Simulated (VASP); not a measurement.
# BN (Cm) in VASP: settings compared

BN is run at these levels: r2SCAN, PBE; tasks: G0W0 quasiparticle levels.

Program: VASP 6.6.1. These are calculated values, not measurements. Logs are shortened: lines on timing, memory, paths and dates and some standing lists are left out, and cuts for length are marked.

## (1) The cell of the first run

The typed cell holds 2 atoms: a = 2.500 Å, b = 2.500 Å, c = 3.558 Å, α = 90.07°, β = 110.49°, γ = 120.00°.

## (2) G0W0 quasiparticle levels, r2SCAN

The input, POSCAR:

```
BN
1.0
    2.4882474826      0.0027783522     -0.2444865124
   -1.2344752300      2.1604232930      0.2445306024
   -0.9249799228     -0.9087833053      3.3134102742
B N
1 1
Direct
    0.9910320786      0.9914197637     -0.0061621980
    0.6571169214      0.3244642363      0.9929671980
```

The input, INCAR.step1:

```
SYSTEM = BN
ALGO = Normal
EDIFF = 1E-8
ENCUT = 500
ISMEAR = 0
LASPH = .TRUE.
LCHARG = .FALSE.
LMIXTAU = .TRUE.
LREAL = .FALSE.
LWAVE = .TRUE.
METAGGA = R2SCAN
NELM = 60
PREC = Accurate
SIGMA = 0.01
```

The input, INCAR.step2:

```
SYSTEM = BN
ALGO = Exact
EDIFF = 1E-8
ENCUT = 500
ISMEAR = 0
ISTART = 1
LASPH = .TRUE.
LCHARG = .FALSE.
LMIXTAU = .TRUE.
LOPTICS = .TRUE.
LREAL = .FALSE.
LWAVE = .TRUE.
METAGGA = R2SCAN
NBANDS = 70
NELM = 1
PREC = Accurate
SIGMA = 0.01
```

The input, INCAR.step3:

```
SYSTEM = BN
ALGO = EVGW0
EDIFF = 1E-8
ENCUT = 500
ENCUTGW = 140.0
ISMEAR = 0
ISTART = 1
LASPH = .TRUE.
LCHARG = .FALSE.
LMIXTAU = .TRUE.
LREAL = .FALSE.
LWAVE = .FALSE.
METAGGA = R2SCAN
NBANDS = 70
NBANDSGW = 12
NELMGW = 1
NOMEGA = 48
PREC = Accurate
PRECFOCK = Fast
SIGMA = 0.01
```

The input, KPOINTS:

```
k-points
0
G
  6 6 6
  0 0 0
```

Potentials or basis: VASP PAW PBE potentials, release 64 (B_GW, N_GW).

On the command line:

```bash
$ cat potpaw_PBE.64/B_GW/POTCAR potpaw_PBE.64/N_GW/POTCAR > POTCAR
$ cp INCAR.step1 INCAR
$ mpirun -np 1 vasp_std > vasp.out
$ cp INCAR.step2 INCAR
$ mpirun -np 1 vasp_std > vasp.out
$ cp INCAR.step3 INCAR
$ mpirun -np 1 vasp_std > vasp.out
```

OUTCAR:

```text
SYSTEM = BN
   EDIFF = 1E-8
   ENCUT = 500
   ENCUTGW = 140.0
   ISMEAR = 0
   ISTART = 1
   LASPH = .TRUE.
   LREAL = .FALSE.
   METAGGA = R2SCAN
   NELMGW = 1
   PREC = Accurate
   PRECFOCK = Fast

 ion  position               nearest neighbor table
   1  0.991  0.991  0.994-   2 1.44   2 1.44   2 1.44
   2  0.657  0.324  0.993-   1 1.44   1 1.44   1 1.44

  LATTYP: Found a triclinic cell.
 ALAT       =     2.5002772289
 B/A-ratio  =     0.9999813554
 C/A-ratio  =     1.4230870813
 COS(alpha) =     0.0012659038
 COS(beta)  =     0.3513214727
 COS(gamma) =     0.5000090190

  Lattice vectors:

 A1 = (  -1.2537722526,  -2.1632016452,  -0.0000440900)
 A2 = (   1.2344752300,  -2.1604232930,  -0.2445306024)
 A3 = (  -0.9249799228,  -0.9087833053,   3.3134102742)

Analysis of symmetry for initial positions (statically):
=====================================================================
 Subroutine PRICEL returns:
 Original cell was already a primitive cell.

 Routine SETGRP: Setting up the symmetry group for a
 triclinic supercell.

 Subroutine GETGRP returns: Found  1 space group operations
 (whereof  1 operations were pure point group operations)
 out of a pool of  2 trial point group operations.

The static configuration has the point symmetry C_1 .

Analysis of symmetry for dynamics (positions and initial velocities):
=====================================================================
 Subroutine PRICEL returns:
 Original cell was already a primitive cell.

 Routine SETGRP: Setting up the symmetry group for a
 triclinic supercell.

 Subroutine GETGRP returns: Found  1 space group operations
 (whereof  1 operations were pure point group operations)
 out of a pool of  2 trial point group operations.

The dynamic configuration has the point symmetry C_1 .

 Subroutine INISYM returns: Found  1 space group operations
 (whereof  1 operations are pure point group operations),
 and found     1 'primitive' translations

----------------------------------------------------------------------------------------

                                     Primitive cell

  volume of cell :      17.6126

  direct lattice vectors                    reciprocal lattice vectors
     2.488247483  0.002778352 -0.244486512     0.419051239  0.219395808  0.177158028
    -1.234475230  2.160423293  0.244530602     0.012092427  0.455266479  0.128243650
    -0.924979923 -0.908783305  3.313410274     0.030028098 -0.017410241  0.305411394

  length of vectors
     2.500231371  2.500230612  3.558112224     0.505097444  0.473138698  0.307377492

  position of ions in fractional coordinates (direct lattice)
     0.991032079  0.991419764  0.993837802
     0.657116921  0.324464236  0.992967198

  ion indices of the primitive-cell ions
   primitive index   ion index
                 1           1
                 2           2

----------------------------------------------------------------------------------------

 KPOINTS: k-points

Automatic generation of k-mesh.
 Grid dimensions read from file:
 generate k-points for:    6    6    6

 Generating k-lattice:

  Cartesian coordinates                     Fractional coordinates (reciprocal lattice)
     0.069841873  0.036565968  0.029526338     0.166666667  0.000000000 -0.000000000
     0.002015405  0.075877746  0.021373942    -0.000000000  0.166666667  0.000000000
     0.005004683 -0.002901707  0.050901899     0.000000000  0.000000000  0.166666667

  Length of vectors
     0.084182907  0.078856450  0.051229582

  Shift w.r.t. Gamma in fractional coordinates (k-lattice)
     0.000000000  0.000000000  0.000000000

 Subroutine IBZKPT returns following result:
 ===========================================

 Found    112 irreducible k-points:

 Following reciprocal coordinates:
            Coordinates               Weight
  0.000000  0.000000  0.000000      1.000000
  0.166667  0.000000  0.000000      2.000000
  0.000000  0.166667 -0.166667      2.000000
  0.333333 -0.000000 -0.000000      2.000000
  0.000000  0.333333 -0.333333      2.000000
  0.500000 -0.000000 -0.000000      1.000000
[... 16 lines left out ...]
  0.333333  0.333333 -0.000000      2.000000
  0.333333  0.333333  0.333333      2.000000
 [... further k-points ...]
   k-points           NKPTS =    112   k-points in BZ     NKDIM =    216   number of bands    NBANDS=     70
   number of dos      NEDOS =    301   number of ions     NIONS =      2
   total plane-waves  NPLWV =   9072
   dimension x,y,z NGX =    18 NGY =   18 NGZ =   28
   dimension x,y,z NGXF=    36 NGYF=   36 NGZF=   56
   ions per type =               1   1
   NGX,Y,Z   is equivalent  to a cutoff of  11.97, 11.97, 13.08 a.u.
   NGXF,Y,Z  is equivalent  to a cutoff of  23.94, 23.94, 26.16 a.u.
 SYSTEM =  BN
   PREC   = accura    normal or accurate (medium, high low for compatibility)
   ISTART =      1    job   : 0-new  1-cont  2-samecut
   ICHARG =      0    charge: 1-file 2-atom 10-const
   ISPIN  =      1    spin polarized calculation?
   LNONCOLLINEAR =      F non collinear calculations
   LSORBIT =      F    spin-orbit coupling
   LASPH  =      T    aspherical Exc in radial PAW
   ENCUT  =  500.0 eV  36.75 Ry    6.06 a.u.   4.56  4.56  6.49*2*pi/ulx,y,z
   NELM   =     60;   NELMIN=  2; NELMDL=  0     # of ELM steps
   EDIFF  = 0.1E-07   stopping-criterion for ELM
   LREAL  =      F    real-space projection
   EDIFFG = 0.1E-06   stopping-criterion for IOM
   NSW    =      0    number of steps for IOM
   IBRION =     -1    ionic relax: 0-MD 1-quasi-New 2-CG
   NFREE  =      0    steps in history (QN), initial steepest desc. (CG)
   ISIF   =      0    stress and relaxation
   ISYM   =      3    0-nonsym 1-usesym 2-fastsym
   POTIM  = 0.5000    time-step for ionic-motion
   TEBEG  =    0.0;   TEEND  =   0.0 temperature during run
   PSTRESS=    0.0 pullay stress
   NELECT =       8.0000    total number of electrons
   NUPDOWN=      -1.0000    fix difference up-down
   EMIN   =  10.00;   EMAX   =-10.00  energy-range for DOS
   EFERMI =   0.00;   METHOD = LEGACY
   ISMEAR =     0;   SIGMA  =   0.01  broadening in eV -4-tet -1-fermi 0-gaus
   EFERMI_NEDOS =   21; number of points for ismear=-14 and -15
   IALGO  =     38    algorithm
   IMIX   =      4    mixing-type and parameters
     AMIX     =   0.40;   BMIX     =  1.00
     AMIX_MAG =   1.60;   BMIX_MAG =  1.00
  volume/ion in A,a.u.               =       8.81        59.43
  Fermi-wavevector in a.u.,A,eV,Ry     =   1.258433  2.378094 21.546915  1.583654
  Thomas-Fermi vector in A             =   2.392043
   LORBIT       =      0    0 simple, 1 ext, 2 COOP (PROOUT), +10 PAW based schemes
   METAGGA = R2SCAN    functional components
   LHFCALC =     T    Hartree Fock is set to
   PRECFOCK=fast      Normal, Fast or Accurate (Low or Medium for compatibility)
   ENCUT4O =  -1.0   cutoff for four orbital integrals eV
   NKREDX  =     1    reduce k-point grid by
   NKREDY  =     1    reduce k-point grid by
   NKREDZ  =     1    reduce k-point grid by
   AEXX    =    1.0000 exact exchange contribution
   HFSCREEN=    0.0000 screening length (either q_TF or 0.3 A-1)
   HFSCREENC=   0.0000 screening length for correlation (either q_TF or 0.3 A-1)
   ENCUTFOCK=  -1.0 apply spherical cutoff to Coloumb kernel
   IVDW    =     0    specifies the selected vdW correction
   LEPSILON=     F    determine dielectric tensor
   LRPA    =     F    only Hartree local field effects (RPA)
   LRPAFORCE           =     F    calculate RPA forces
   ENCUTGW             = 140.0    cutoff for response function in eV
   ENCUTGWSOFT         = 112.0    soft cutoff for Coulomb kernel in GW response function in eV
   ENCUTLF             =  -1.0    cutoff for local field effects
   NELMGW              =     1    number of iterations in solving QP/BSE equation
   NELMHF              =     1    number of iterations in the inner HF iteration
   NKREDLFX            =     1    NKREDLFY  =   1   NKREDLFZ  =   1
 non-spin polarized calculation
 Gauss-broadening in eV      SIGMA  =   0.01
  energy-cutoff  :      500.00
  volume of cell :       17.61
 maximum number of plane-waves:       458
  NGX = 12; NGY = 12; NGZ = 18
   NGX =  9   NGY =  9   NGZ = 13
 maximum number of plane-waves:        75
 NGX is ok and might be reduce to    10

 QP shifts <psi_nk| G(iteration)W_0 |psi_nk>: iteration 1
 for sc-GW calculations column KS-energies equals QP-energies in previous step
 and V_xc(KS)=  KS-energies - (<T + V_ion + V_H > + <T+V_H+V_ion>^1  + <V_x>^1)

 k-point   1 :       0.0000    0.0000    0.0000
  band No.  KS-energies  QP-energies   sigma(KS)   V_xc(KS)     V^pw_x(r,r')   Z            occupation Imag(sigma)

      1     -16.6304     -17.7065     -18.7566     -17.3092     -26.7480       0.7435       2.0000       1.3099
      2      -1.8653      -2.8608     -16.2052     -14.9011     -19.6064       0.7633       2.0000       0.1860
      3       0.9141      -0.0025     -19.6335     -18.5021     -22.7005       0.8102       2.0000       0.1055
      4       0.9141      -0.0025     -19.6335     -18.5021     -22.7005       0.8102       2.0000       0.1055
      5       8.0299       8.3151      -8.3148      -8.6515      -4.5047       0.8471       0.0000      -0.0920
      6      14.6963      16.1008     -11.9910     -13.7039      -7.2059       0.8199       0.0000      -0.1178
      7      14.6963      16.1008     -11.9910     -13.7039      -7.2059       0.8199       0.0000      -0.1178
      8      16.7650      17.5162     -12.7348     -13.7181      -5.9464       0.7640       0.0000      -0.6626
      9      18.1096      18.9696     -12.1577     -13.2481      -6.5266       0.7887       0.0000      -0.2260
     10      29.8619      29.6830      -8.9748      -8.7517      -2.5849       0.8021       0.0000      -0.9396
     11      32.3395      32.7692      -8.9303      -9.4444      -3.3687       0.8358       0.0000      -0.9262
     12      32.3594      32.7856      -8.9259      -9.4357      -3.3578       0.8359       0.0000      -0.9280

 k-point   2 :       0.1667    0.0000    0.0000
  band No.  KS-energies  QP-energies   sigma(KS)   V_xc(KS)     V^pw_x(r,r')   Z            occupation Imag(sigma)
[... 353 lines left out ...]
      1     -12.6728     -13.6550     -20.1263     -18.8959     -27.3021       0.7982       2.0000       1.0171
      2      -5.9678      -7.0946     -17.6447     -16.1557     -22.0492       0.7568       2.0000       0.2640
      3      -5.2652      -6.5451     -18.1846     -16.4997     -22.5570       0.7596       2.0000       0.2186
      4       2.1983       1.5040     -17.5019     -16.6328     -19.9128       0.7989       2.0000       0.0979
      5       7.6325       8.1578      -9.7226     -10.3613      -5.4372       0.8224       0.0000      -0.1026
      6      15.3144      15.6580      -8.4969      -8.9114      -3.8495       0.8290       0.0000      -0.2142
      7      16.7497      17.1950      -9.2845      -9.8331      -4.3838       0.8117       0.0000      -0.2359
      8      19.8160      20.4873     -11.1893     -12.0301      -5.6425       0.7984       0.0000      -0.3501
      9      21.6500      22.8222     -12.3291     -13.8008      -5.7938       0.7965       0.0000      -0.4717
     10      23.6640      24.2559     -10.0560     -10.7628      -4.3635       0.8375       0.0000      -0.5672
     11      25.7353      26.0824      -9.4624      -9.8778      -3.6733       0.8353       0.0000      -0.6766
     12      29.4620      29.8672      -9.0618      -9.5485      -3.3009       0.8326       0.0000      -0.8011

 [... further k-points ...]
```

It took 37 min on 1 thread of Intel Xeon 8259CL, shared host; peak memory 0.6 GiB.

What came out:

- Quasiparticle gap: 5.97 eV
- Least direct quasiparticle gap: 6.65 eV
- Band gap of the starting levels on the mesh: 4.79 eV
- Least direct gap of the starting levels on the mesh: 5.43 eV

Caveat: the k points lie up to 0.50 Å⁻¹ apart; bands, screening cutoff and mesh are small and nothing is extrapolated, so the quasiparticle values aren't converged.

[end of part 1 of 2]
